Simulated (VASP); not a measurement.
# FeSi (P2_13) in VASP: a series of runs, part 2 of 2

VASP 6.6.1. The steps go on from the part before.

## 3. Single point, PBE

This run uses another cell than the first one, of 11.00 Å³/atom.

Input file INCAR:

```
SYSTEM = FeSi
PREC = Accurate
ENCUT = 520
EDIFF = 1E-6
ISMEAR = 0
SIGMA = 0.05
LREAL = .False.
LASPH = .True.
NELM = 60
ALGO = Normal
ISIF = 2
LWAVE = .False.
LCHARG = .True.
GGA = PE
LELF = .True.
LVHAR = .True.
NBANDS = 34
```

Input file KPOINTS:

```
Automatic mesh
0
Gamma
  8 8 8
  0 0 0
```

Input file POSCAR:

```
FeSi
1.0
    4.4480502173      0.0000000000      0.0000000000
    0.0000000000      4.4480502173      0.0000000000
    0.0000000000      0.0000000000      4.4480502173
Fe Si
4 4
Direct
    0.1360013816      0.1360013816      0.1360013816
    0.3639986184      0.8639986184      0.6360013816
    0.6360013816      0.3639986184      0.8639986184
    0.8639986184      0.6360013816      0.3639986184
    0.8407293042      0.8407293042      0.8407293042
    0.6592706958      0.1592706958      0.3407293042
    0.3407293042      0.6592706958      0.1592706958
    0.1592706958      0.3407293042      0.6592706958
```

Potentials or basis: VASP PAW PBE potentials, release 64 (Fe, Si).

On the command line:

```bash
$ cat potpaw_PBE.64/Fe/POTCAR potpaw_PBE.64/Si/POTCAR > POTCAR
$ mpirun -np 1 vasp_std > vasp.out
```

OUTCAR:

```text
SYSTEM = FeSi
   PREC = Accurate
   ENCUT = 520
   EDIFF = 1E-6
   ISMEAR = 0
   LREAL = .False.
   LASPH = .True.
   NELM = 60
   ISIF = 2
   GGA = PE

 ion  position               nearest neighbor table
   1  0.136  0.136  0.136-   5 2.27   6 2.31   7 2.31   8 2.31   7 2.50   8 2.50   6 2.50   4 2.73
                             4 2.73   2 2.73   2 2.73   3 2.73   3 2.73
   2  0.364  0.864  0.636-   6 2.27   5 2.31   7 2.31   8 2.31   7 2.50   8 2.50   5 2.50   3 2.73
                             3 2.73   1 2.73   4 2.73   4 2.73   1 2.73
   3  0.636  0.364  0.864-   7 2.27   6 2.31   5 2.31   8 2.31   8 2.50   6 2.50   5 2.50   2 2.73
                             2 2.73   1 2.73   4 2.73   4 2.73   1 2.73
   4  0.864  0.636  0.364-   8 2.27   6 2.31   7 2.31   5 2.31   6 2.50   5 2.50   7 2.50   1 2.73
                             1 2.73   2 2.73   3 2.73   2 2.73   3 2.73
   5  0.841  0.841  0.841-   1 2.27   2 2.31   3 2.31   4 2.31   3 2.50   4 2.50   2 2.50   6 2.76
                             7 2.76   8 2.76   6 2.76   8 2.76   7 2.76
   6  0.659  0.159  0.341-   2 2.27   1 2.31   3 2.31   4 2.31   3 2.50   4 2.50   1 2.50   8 2.76
                             5 2.76   5 2.76   7 2.76   7 2.76   8 2.76
   7  0.341  0.659  0.159-   3 2.27   2 2.31   1 2.31   4 2.31   4 2.50   2 2.50   1 2.50   8 2.76
                             5 2.76   8 2.76   6 2.76   6 2.76   5 2.76
   8  0.159  0.341  0.659-   4 2.27   2 2.31   3 2.31   1 2.31   2 2.50   1 2.50   3 2.50   7 2.76
[... 1094 lines left out ...]

 [... further k-points ...]

------------------------ aborting loop because EDIFF is reached ----------------------------------------

  FORCE on cell =-STRESS in cart. coord.  units (eV):
  Direction    XX          YY          ZZ          XY          YZ          ZX
  --------------------------------------------------------------------------------------
  -------------------------------------------------------------------------------------
  Total        0.0901655      0.0901655      0.0901655      0.0000000     -0.0000000      0.0000000
  in kB        1.6415039      1.6415039      1.6415039      0.0000000     -0.0000000      0.0000000
  external PRESSURE =       1.6415039 kB  Pullay stress =       0.0000000 kB

 VOLUME and BASIS-vectors are now :
 -----------------------------------------------------------------------------
  energy-cutoff  :      520.00
  volume of cell :       88.01
      direct lattice vectors                 reciprocal lattice vectors
     4.448050217  0.000000000  0.000000000     0.224817606  0.000000000  0.000000000
     0.000000000  4.448050217  0.000000000     0.000000000  0.224817606  0.000000000
     0.000000000  0.000000000  4.448050217     0.000000000  0.000000000  0.224817606

 POSITION                                       TOTAL-FORCE (eV/Angst)
 -----------------------------------------------------------------------------------
      0.60494      0.60494      0.60494         0.020193      0.020193      0.020193
      1.61908      3.84311      2.82897        -0.020193     -0.020193      0.020193
      2.82897      1.61908      3.84311         0.020193     -0.020193     -0.020193
      3.84311      2.82897      1.61908        -0.020193      0.020193     -0.020193
      3.73961      3.73961      3.73961         0.000660      0.000660      0.000660
      2.93247      0.70844      1.51558        -0.000660     -0.000660      0.000660
      1.51558      2.93247      0.70844         0.000660     -0.000660     -0.000660
      0.70844      1.51558      2.93247        -0.000660      0.000660     -0.000660
 -----------------------------------------------------------------------------------
    total drift:                               -0.000001     -0.000001     -0.000000

  FREE ENERGIE OF THE ION-ELECTRON SYSTEM (eV)
  ---------------------------------------------------
  free  energy   TOTEN  =       -58.7822303272 eV

  energy  without entropy=      -58.7816695957  energy(sigma->0) =      -58.78194996
```

OSZICAR:

```text
N       E                     dE             d eps       ncg     rms          rms(c)
DAV:   1     0.348488030385E+03    0.34849E+03   -0.19664E+04  3060   0.157E+03
DAV:   2    -0.356045893595E+02   -0.38409E+03   -0.36436E+03  3060   0.364E+02
DAV:   3    -0.651526480217E+02   -0.29548E+02   -0.26760E+02  3488   0.118E+02
DAV:   4    -0.666291458749E+02   -0.14765E+01   -0.14538E+01  4446   0.254E+01
DAV:   5    -0.666598476271E+02   -0.30702E-01   -0.30666E-01  4304   0.369E+00    0.320E+01
DAV:   6    -0.717564967865E+02   -0.50966E+01   -0.14851E+02  4614   0.145E+02    0.316E+01
DAV:   7    -0.589558603071E+02    0.12801E+02   -0.56864E+01  4272   0.104E+02    0.903E+00
DAV:   8    -0.588934002320E+02    0.62460E-01   -0.37912E+00  4014   0.121E+01    0.329E+00
DAV:   9    -0.587915280707E+02    0.10187E+00   -0.31170E-01  4916   0.596E+00    0.133E+00
DAV:  10    -0.587827555530E+02    0.87725E-02   -0.20788E-02  4148   0.110E+00    0.387E-01
DAV:  11    -0.587823556909E+02    0.39986E-03   -0.27818E-03  4672   0.530E-01    0.188E-01
DAV:  12    -0.587822348049E+02    0.12089E-03   -0.26124E-04  4322   0.154E-01    0.651E-02
DAV:  13    -0.587822325595E+02    0.22454E-05   -0.85311E-05  4834   0.592E-02    0.396E-02
DAV:  14    -0.587822302990E+02    0.22605E-05   -0.12046E-05  3770   0.255E-02    0.569E-03
DAV:  15    -0.587822303272E+02   -0.28117E-07   -0.10489E-06  1770   0.134E-02
   1 F= -.58782230E+02 E0= -.58781950E+02  d E =-.560731E-03
```

It took 2.4 min on 1 thread of Intel Xeon Platinum 8488C (Sapphire Rapids), shared host; peak memory 0.25 GiB.

Results:

* Free energy: -58.7822 eV
* Pressure: 0.2 GPa
* Largest force: 0.035 eV/Å
* Band gap on the k mesh: 0.16 eV (least direct gap 0.17 eV)

Forces in eV/Å, atoms in the order of the input:
```
Fe   0.020  0.020  0.020
Fe  -0.020 -0.020  0.020
Fe   0.020 -0.020 -0.020
Fe  -0.020  0.020 -0.020
Si   0.001  0.001  0.001
Si  -0.001 -0.001  0.001
Si   0.001 -0.001 -0.001
Si  -0.001  0.001 -0.001
```

## 4. Single point, PBE (11.44 Å³/atom)

This run uses another cell than the first one, of 11.44 Å³/atom.

Input file INCAR:

```
  ALGO = Normal
  EDIFF = 1E-7
  ENCUT = 520
  GGA = PE
  ISIF = 2
  ISMEAR = 0
  LASPH = True
  LCHARG = False
  LREAL = False
  LWAVE = False
  NBANDS = 34
  NELM = 60
  PREC = Accurate
  SIGMA = 0.05
```

Input file KPOINTS:

```
k-points
0
Gamma
  8 8 8
```

Input file POSCAR:

```
FeSi
1.0
    4.5065839063      0.0000000000      0.0000000000
    0.0000000000      4.5065839063      0.0000000000
    0.0000000000      0.0000000000      4.5065839063
Fe Si
4 4
Direct
    0.1339681094      0.1339681094      0.1339681094
    0.3660318906      0.8660318906      0.6339681094
    0.6339681094      0.3660318906      0.8660318906
    0.8660318906      0.6339681094      0.3660318906
    0.8398086119      0.8398086119      0.8398086119
    0.6601913881      0.1601913881      0.3398086119
    0.3398086119      0.6601913881      0.1601913881
    0.1601913881      0.3398086119      0.6601913881
```

On the command line:

```bash
$ cat potpaw_PBE.64/Fe/POTCAR potpaw_PBE.64/Si/POTCAR > POTCAR
$ mpirun -np 1 vasp_std > vasp.out
```

Run time: 2.6 min. Hardware: 1 thread of Intel Xeon Platinum 8488C (Sapphire Rapids), shared host; peak memory 0.26 GiB.

It converged, with:

```
Free energy            : -58.6944 eV
Pressure               : -7.6 GPa
Largest force          : 0.033 eV/Å
Band gap on the k mesh : 0.16 eV (least direct gap 0.17 eV)
```

Forces on the atoms (eV/Å):
```
Fe   0.019  0.019  0.019
Fe  -0.019 -0.019  0.019
Fe   0.019 -0.019 -0.019
Fe  -0.019  0.019 -0.019
Si   0.003  0.003  0.003
Si  -0.003 -0.003  0.003
Si   0.003 -0.003 -0.003
Si  -0.003  0.003 -0.003
```

Levels at points of the mesh, in eV from the valence-band top:
```
           k point  band 22  band 23  band 24  band 25  band 26  band 27
(0.00, 0.00, 0.00)    -0.27    -0.03    -0.03     0.63     0.63     0.63
(0.50, 0.00, 0.00)    -0.35    -0.01    -0.01     0.20     0.20     1.65
(0.50, 0.50, 0.00)    -0.96    -0.33    -0.33     0.62     0.62     1.23
(0.50, 0.50, 0.50)    -0.62    -0.62    -0.62     0.48     0.48     0.48
```

Caveat: the cell stands under tension.

## 5. The runs side by side

| cell | gap on the mesh (eV) | pressure (GPa) | largest force (eV/Å) |
| --- | --- | --- | --- |
| a = 4.388 Å, 8 atoms, atomic positions A | 0.16 | 10.0 | 0.04 |
| a = 4.448 Å, 8 atoms, atomic positions B | 0.16 | 0.2 | 0.03 |
| a = 4.507 Å, 8 atoms, atomic positions C | 0.16 | -7.6 | 0.03 |

Alike in all rows: task single point; level PBE; potentials or basis VASP PAW PBE potentials, release 64 (Fe, Si); no spin polarisation; k mesh 8 × 8 × 8; cutoff (eV) 520; smearing gaussian 0.05 eV.

Caveats: the cell stands under pressure (at least some runs); the cell stands under tension (at least some runs).

Total energies depend on the potentials used, so only differences within one code and one set of settings carry meaning.
